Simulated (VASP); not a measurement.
# Re (P6/mmm) in VASP: a series of runs

The runs below take Re through single point, with r2SCAN.

Program: VASP 6.6.1. These are calculated values, not measurements. Logs are shortened: lines on timing, memory, paths and dates and some standing lists are left out, and cuts for length are marked.

### 1 The cell of the first run

It takes space group P6/mmm (No. 191, hexagonal). Conventional cell: a = 4.355 Å, b = 4.355 Å, c = 2.727 Å, α = 90.00°, β = 90.00°, γ = 120.00°. Within 3.6 Å of Re (site symmetry 6/mmm) lie 14 Re at 2.73 to 2.86 Å. Within 3.3 Å of Re (site symmetry -6m2) lie 11 Re at 2.51 to 2.86 Å.

This isn't the form of Re at room conditions, which is hcp.

### 2 Single point, r2SCAN (14.93 Å³/atom)

Contents of POSCAR:

```
Re
1.0
    4.3554152738      0.0000000000      0.0000000000
   -2.1777076369      3.7719002711      0.0000000000
    0.0000000000      0.0000000000      2.7268875601
Re
3
Direct
    1.0000000000      1.0000000000      0.0000000000
    0.3333333333      0.6666666667      0.5000000000
    0.6666666667      0.3333333333      0.5000000000
```

Contents of INCAR.step1:

```
SYSTEM = Re
ALGO = Normal
EDIFF = 1E-5
ENCUT = 550
GGA = PE
GGA_COMPAT = .False.
ISMEAR = -1
LASPH = .True.
LCHARG = .False.
LREAL = .False.
LWAVE = .True.
NBANDS = 30
NELM = 120
PREC = Accurate
SIGMA = 0.1
```

Contents of INCAR.step2:

```
SYSTEM = Re
ALGO = Normal
EDIFF = 1E-6
ENCUT = 550
GGA_COMPAT = .False.
ISIF = 2
ISMEAR = -1
ISTART = 1
LASPH = .True.
LCHARG = .False.
LMIXTAU = .True.
LREAL = .False.
LWAVE = .False.
METAGGA = R2SCAN
NBANDS = 30
NELM = 120
PREC = Accurate
SIGMA = 0.1
```

Contents of KPOINTS:

```
k-points
0
Gamma
  10 10 13
  0 0 0
```

Potentials or basis: VASP PAW PBE potentials, release 64 (Re_sv_GW).

Launch:

```console
$ cat potpaw_PBE.64/Re_sv_GW/POTCAR > POTCAR
$ cp INCAR.step1 INCAR
$ mpirun -np 1 vasp_std > vasp.out
$ cp INCAR.step2 INCAR
$ mpirun -np 1 vasp_std > vasp.out
```

OUTCAR:

```text
SYSTEM = Re
   EDIFF = 1E-6
   ENCUT = 550
   ISIF = 2
   ISMEAR = -1
   ISTART = 1
   LASPH = .True.
   LREAL = .False.
   METAGGA = R2SCAN
   NELM = 120
   PREC = Accurate

 ion  position               nearest neighbor table
   1  0.000  0.000  0.000-   2 2.86   3 2.86   2 2.86   3 2.86   2 2.86   2 2.86   3 2.86   3 2.86
                             3 2.86   3 2.86   2 2.86   2 2.86
   2  0.333  0.667  0.500-   3 2.51   3 2.51   3 2.51   1 2.86   1 2.86   1 2.86   1 2.86   1 2.86
                             1 2.86
   3  0.667  0.333  0.500-   2 2.51   2 2.51   2 2.51   1 2.86   1 2.86   1 2.86   1 2.86   1 2.86
                             1 2.86

  LATTYP: Found a hexagonal cell.
 ALAT       =     4.3554152738
 C/A-ratio  =     0.6260912884

  Lattice vectors:

 A1 = (   4.3554152738,   0.0000000000,   0.0000000000)
 A2 = (  -2.1777076369,   3.7719002711,   0.0000000000)
 A3 = (   0.0000000000,   0.0000000000,   2.7268875601)

Analysis of symmetry for initial positions (statically):
=====================================================================
 Subroutine PRICEL returns:
 Original cell was already a primitive cell.

 Routine SETGRP: Setting up the symmetry group for a
 hexagonal supercell.

 Subroutine GETGRP returns: Found 24 space group operations
 (whereof 24 operations were pure point group operations)
 out of a pool of 24 trial point group operations.

The static configuration has the point symmetry D_6h.

Analysis of symmetry for dynamics (positions and initial velocities):
=====================================================================
 Subroutine PRICEL returns:
 Original cell was already a primitive cell.

 Routine SETGRP: Setting up the symmetry group for a
 hexagonal supercell.

 Subroutine GETGRP returns: Found 24 space group operations
 (whereof 24 operations were pure point group operations)
 out of a pool of 24 trial point group operations.

The dynamic configuration has the point symmetry D_6h.

 Subroutine INISYM returns: Found 24 space group operations
 (whereof 24 operations are pure point group operations),
 and found     1 'primitive' translations

----------------------------------------------------------------------------------------

                                     Primitive cell

  volume of cell :      44.7978

  direct lattice vectors                    reciprocal lattice vectors
     4.355415274  0.000000000  0.000000000     0.229599232  0.132559178  0.000000000
    -2.177707637  3.771900271  0.000000000     0.000000000  0.265118356  0.000000000
     0.000000000  0.000000000  2.726887560     0.000000000  0.000000000  0.366718458

  length of vectors
     4.355415274  4.355415274  2.726887560     0.265118356  0.265118356  0.366718458

  position of ions in fractional coordinates (direct lattice)
     0.000000000  0.000000000  0.000000000
     0.333333333  0.666666667  0.500000000
     0.666666667  0.333333333  0.500000000

  ion indices of the primitive-cell ions
   primitive index   ion index
                 1           1
                 2           2
                 3           3

----------------------------------------------------------------------------------------

 KPOINTS: k-points

Automatic generation of k-mesh.
 Grid dimensions read from file:
 generate k-points for:   10   10   13

 Generating k-lattice:

  Cartesian coordinates                     Fractional coordinates (reciprocal lattice)
     0.022959923  0.013255918  0.000000000     0.100000000  0.000000000  0.000000000
     0.000000000  0.026511836  0.000000000     0.000000000  0.100000000  0.000000000
     0.000000000  0.000000000  0.028209112     0.000000000  0.000000000  0.076923077

  Length of vectors
     0.026511836  0.026511836  0.028209112

  Shift w.r.t. Gamma in fractional coordinates (k-lattice)
     0.000000000  0.000000000  0.000000000

 Subroutine IBZKPT returns following result:
 ===========================================

 Found     98 irreducible k-points:

 Following reciprocal coordinates:
            Coordinates               Weight
  0.000000  0.000000  0.000000      1.000000
  0.100000  0.000000  0.000000      6.000000
  0.200000  0.000000  0.000000      6.000000
  0.300000  0.000000  0.000000      6.000000
  0.400000 -0.000000  0.000000      6.000000
  0.500000 -0.000000  0.000000      3.000000
[... 16 lines left out ...]
  0.300000  0.100000  0.076923     24.000000
  0.400000  0.100000  0.076923     24.000000
 [... further k-points ...]
   k-points           NKPTS =     98   k-points in BZ     NKDIM =     98   number of bands    NBANDS=     30
   number of dos      NEDOS =    301   number of ions     NIONS =      3
   total plane-waves  NPLWV =  31104
   dimension x,y,z NGX =    36 NGY =   36 NGZ =   24
   dimension x,y,z NGXF=    72 NGYF=   72 NGZF=   48
   ions per type =               3
   NGX,Y,Z   is equivalent  to a cutoff of  13.74, 13.74, 14.63 a.u.
   NGXF,Y,Z  is equivalent  to a cutoff of  27.48, 27.48, 29.26 a.u.
 SYSTEM =  Re
   PREC   = accura    normal or accurate (medium, high low for compatibility)
   ISTART =      1    job   : 0-new  1-cont  2-samecut
   ICHARG =      0    charge: 1-file 2-atom 10-const
   ISPIN  =      1    spin polarized calculation?
   LNONCOLLINEAR =      F non collinear calculations
   LSORBIT =      F    spin-orbit coupling
   LASPH  =      T    aspherical Exc in radial PAW
   ENCUT  =  550.0 eV  40.42 Ry    6.36 a.u.   8.33  8.33  5.21*2*pi/ulx,y,z
   NELM   =    120;   NELMIN=  2; NELMDL=  0     # of ELM steps
   EDIFF  = 0.1E-05   stopping-criterion for ELM
   LREAL  =      F    real-space projection
   EDIFFG = 0.1E-04   stopping-criterion for IOM
   NSW    =      0    number of steps for IOM
   IBRION =     -1    ionic relax: 0-MD 1-quasi-New 2-CG
   NFREE  =      0    steps in history (QN), initial steepest desc. (CG)
   ISIF   =      2    stress and relaxation
   ISYM   =      2    0-nonsym 1-usesym 2-fastsym
   POTIM  = 0.5000    time-step for ionic-motion
   TEBEG  =    0.0;   TEEND  =   0.0 temperature during run
   PSTRESS=    0.0 pullay stress
   NELECT =      45.0000    total number of electrons
   NUPDOWN=      -1.0000    fix difference up-down
   EMIN   =  10.00;   EMAX   =-10.00  energy-range for DOS
   EFERMI =   0.00;   METHOD = LEGACY
   ISMEAR =    -1;   SIGMA  =   0.10  broadening in eV -4-tet -1-fermi 0-gaus
   EFERMI_NEDOS =   21; number of points for ismear=-14 and -15
   IALGO  =     38    algorithm
   IMIX   =      4    mixing-type and parameters
     AMIX     =   0.40;   BMIX     =  1.00
     AMIX_MAG =   1.60;   BMIX_MAG =  1.00
  volume/ion in A,a.u.               =      14.93       100.77
  Fermi-wavevector in a.u.,A,eV,Ry     =   1.639558  3.098315 36.574487  2.688149
  Thomas-Fermi vector in A             =   2.730343
   LORBIT       =      0    0 simple, 1 ext, 2 COOP (PROOUT), +10 PAW based schemes
   METAGGA = R2SCAN    functional components
   LHFCALC =     F    Hartree Fock is set to
   AEXX    =    0.0000 exact exchange contribution
   IVDW    =     0    specifies the selected vdW correction
   LEPSILON=     F    determine dielectric tensor
   LRPA    =     F    only Hartree local field effects (RPA)
 non-spin polarized calculation
  energy-cutoff  :      550.00
  volume of cell :       44.80
 maximum number of plane-waves:      1349
 NGX is ok and might be reduce to    36
   NGX = 17   NGY = 17   NGZ = 11

 number of electron      45.0000001 magnetization

 Free energy of the ion-electron system (eV)
  ---------------------------------------------------
  ext. energy  EPLUGINS =         0.00000000
  ---------------------------------------------------
  free energy    TOTEN  =      -161.80172328 eV

  energy without entropy =     -161.73328366  energy(sigma->0) =     -161.76750347

 E-fermi :  12.6580     XC(G=0): -15.4683

 val. band max:       12.6579218361   @ k =   0.2000   0.2000   0.2308
 cond. band min:      12.6605373540   @ k =   0.4000  -0.0000   0.0769
 fundamental gap:      0.0026155179
 Fermi energy:        12.6580006411

 k-point     1 :       0.0000    0.0000    0.0000
  band No.  band energies     occupation
      1     -69.3230      2.00000
      2     -69.2002      2.00000
      3     -69.0933      2.00000
      4     -30.8972      2.00000
      5     -30.8972      2.00000
      6     -30.5247      2.00000
[... 22 lines left out ...]
     29      21.4155      0.00000
     30      22.9791      0.00000

 k-point     2 :       0.1000    0.0000    0.0000
  band No.  band energies     occupation
      1     -69.3177      2.00000
      2     -69.2012      2.00000
      3     -69.0976      2.00000
      4     -30.9372      2.00000
      5     -30.9099      2.00000
      6     -30.4776      2.00000
[... 22 lines left out ...]
     29      21.4813      0.00000
     30      22.3713      0.00000

 k-point     3 :       0.2000    0.0000    0.0000
  band No.  band energies     occupation
      1     -69.3031      2.00000
      2     -69.2039      2.00000
      3     -69.1098      2.00000
      4     -31.0161      2.00000
      5     -30.9113      2.00000
      6     -30.3800      2.00000
[... 22 lines left out ...]
     29      20.1985      0.00000
     30      20.7251      0.00000

 k-point     4 :       0.3000    0.0000    0.0000
  band No.  band energies     occupation
      1     -69.2812      2.00000
      2     -69.2083      2.00000
      3     -69.1278      2.00000
      4     -31.0896      2.00000
      5     -30.8606      2.00000
      6     -30.2802      2.00000
[... 616 lines left out ...]
     29      19.2687      0.00000
     30      19.8210      0.00000

 k-point    23 :       0.3000    0.1000    0.0769
  band No.  band energies     occupation
      1     -69.2623      2.00000
      2     -69.2090      2.00000
      3     -69.1380      2.00000
      4     -31.0890      2.00000
      5     -30.8252      2.00000
      6     -30.3108      2.00000
[... 22 lines left out ...]
     29      17.6825      0.00000
     30      18.5552      0.00000

 k-point    24 :       0.4000    0.1000    0.0769
  band No.  band energies     occupation
      1     -69.2399      2.00000
      2     -69.2159      2.00000
      3     -69.1537      2.00000
      4     -31.1182      2.00000
      5     -30.7094      2.00000
      6     -30.4489      2.00000
[... 22 lines left out ...]
     29      16.6425      0.00000
     30      17.5559      0.00000

 [... further k-points ...]

------------------------ aborting loop because EDIFF is reached ----------------------------------------

  FORCE on cell =-STRESS in cart. coord.  units (eV):
  Direction    XX          YY          ZZ          XY          YZ          ZX
  --------------------------------------------------------------------------------------
  -------------------------------------------------------------------------------------
  Total       -0.4963492     -0.4963492     -0.7251043      0.0000000      0.0000000      0.0000000
  in kB      -17.7517404    -17.7517404    -25.9330760      0.0000000      0.0000000      0.0000000
  external PRESSURE =     -20.4788523 kB  Pullay stress =       0.0000000 kB

 VOLUME and BASIS-vectors are now :
 -----------------------------------------------------------------------------
  energy-cutoff  :      550.00
  volume of cell :       44.80
      direct lattice vectors                 reciprocal lattice vectors
     4.355415274  0.000000000  0.000000000     0.229599232  0.132559178  0.000000000
    -2.177707637  3.771900271  0.000000000     0.000000000  0.265118356  0.000000000
     0.000000000  0.000000000  2.726887560     0.000000000  0.000000000  0.366718458

 POSITION                                       TOTAL-FORCE (eV/Angst)
 -----------------------------------------------------------------------------------
      0.00000      0.00000      0.00000        -0.000000      0.000000     -0.000000
     -0.00000      2.51460      1.36344         0.000000      0.000000      0.000000
      2.17771      1.25730      1.36344        -0.000000     -0.000000     -0.000000
 -----------------------------------------------------------------------------------
    total drift:                                0.000000     -0.000000     -0.000000

  FREE ENERGIE OF THE ION-ELECTRON SYSTEM (eV)
  ---------------------------------------------------
  free  energy   TOTEN  =      -161.8017232798 eV

  energy  without entropy=     -161.7332836647  energy(sigma->0) =     -161.76750347
```

It took 5.5 min on 1 thread of Intel Xeon 6975P-C (Granite Rapids), shared host; peak memory 0.26 GiB.

What came out:

| Property | Result |
| --- | --- |
| Free energy | -161.8017 eV |
| Pressure | -2.0 GPa |
| Band gap on the k mesh | zero (an odd number of electrons rules out a gap without spin polarisation) |

Levels at points of the mesh, in eV from the Fermi level:
```csv
k point,band 19,band 20,band 21,band 22,band 23,band 24,band 25,band 26
"(0.00, 0.00, 0.00)",-2.99,-1.98,-0.81,-0.81,0.14,0.14,0.16,0.16
"(0.50, 0.00, 0.00)",-2.55,-1.88,-1.44,0.42,0.43,0.88,2.18,3.23
```

Caveat: the PAW data sets were made with another functional, which shifts forces and pressure a little; spin-orbit coupling is left out, which moves the levels of the heavy elements.

### 3 Single point, r2SCAN (13.74 Å³/atom)

This run uses another cell than the first one, of 13.74 Å³/atom.

Contents of POSCAR:

```
Re
1.0
    4.2360282288      0.0000000000      0.0000000000
   -2.1180141144      3.6685080573      0.0000000000
    0.0000000000      0.0000000000      2.6521403713
Re
3
Direct
    1.0000000000      1.0000000000      0.0000000000
    0.3333333333      0.6666666667      0.5000000000
    0.6666666667      0.3333333333      0.5000000000
```

Contents of INCAR.step1:

```
SYSTEM = Re
PREC     = Accurate       ! precision mode
ENCUT    = 550            ! plane-wave cutoff, eV
ISMEAR   = -1             ! smearing method
SIGMA    = 0.1            ! smearing width, eV
LREAL    = .FALSE.        ! projectors in reciprocal space
LASPH    = .TRUE.         ! aspherical terms in the spheres
NELM     = 120            ! most SCF steps
NBANDS   = 30             ! bands
GGA      = PE             ! functional
ALGO     = Normal         ! electronic algorithm
EDIFF    = 1E-5           ! SCF threshold, eV
LWAVE    = .TRUE.         ! write WAVECAR
LCHARG   = .FALSE.        ! write CHGCAR
GGA_COMPAT= .FALSE.
```

Contents of INCAR.step2:

```
SYSTEM = Re
PREC     = Accurate       ! precision mode
ENCUT    = 550            ! plane-wave cutoff, eV
EDIFF    = 1E-6           ! SCF threshold, eV
ISMEAR   = -1             ! smearing method
SIGMA    = 0.1            ! smearing width, eV
LREAL    = .FALSE.        ! projectors in reciprocal space
LASPH    = .TRUE.         ! aspherical terms in the spheres
NELM     = 120            ! most SCF steps
ALGO     = Normal         ! electronic algorithm
ISIF     = 2              ! what is computed and relaxed
LWAVE    = .FALSE.        ! write WAVECAR
LCHARG   = .FALSE.        ! write CHGCAR
METAGGA  = R2SCAN         ! meta-GGA
LMIXTAU  = .TRUE.       
NBANDS   = 30             ! bands
ISTART   = 1            
GGA_COMPAT= .FALSE.
```

Contents of KPOINTS:

```
Automatic mesh
0
G
  10 10 13
  0 0 0
```

Potentials or basis: VASP PAW PBE potentials, release 64 (Re_sv_GW).

Launch:

```console
$ cat potpaw_PBE.64/Re_sv_GW/POTCAR > POTCAR
$ cp INCAR.step1 INCAR
$ mpirun -np 1 vasp_std > vasp.out
$ cp INCAR.step2 INCAR
$ mpirun -np 1 vasp_std > vasp.out
```

Wall time 6.4 min (1 thread of AMD EPYC 7R13 (Zen 3), shared host); peak memory 0.22 GiB.

It converged, with:

* Free energy: -161.4239 eV
* Pressure: 34.9 GPa
* Band gap on the k mesh: zero (an odd number of electrons rules out a gap without spin polarisation)

Stress tensor (GPa, compression positive):
```
36.45  0.00  0.00
 0.00 36.45  0.00
 0.00  0.00 31.80
```

Levels at points of the mesh, in eV from the Fermi level:
```
           k point  band 20  band 21  band 22  band 23  band 24  band 25  band 26  band 27
(0.00, 0.00, 0.00)    -2.22    -0.95    -0.95     0.07     0.07     0.10     0.10     5.16
(0.50, 0.00, 0.00)    -2.07    -1.69     0.41     0.42     1.14     2.45     3.61     3.67
```

Caveat: the cell stands under pressure; the PAW data sets were made with another functional, which shifts forces and pressure a little; spin-orbit coupling is left out, which moves the levels of the heavy elements.

(Continued in part 2 of 2.)
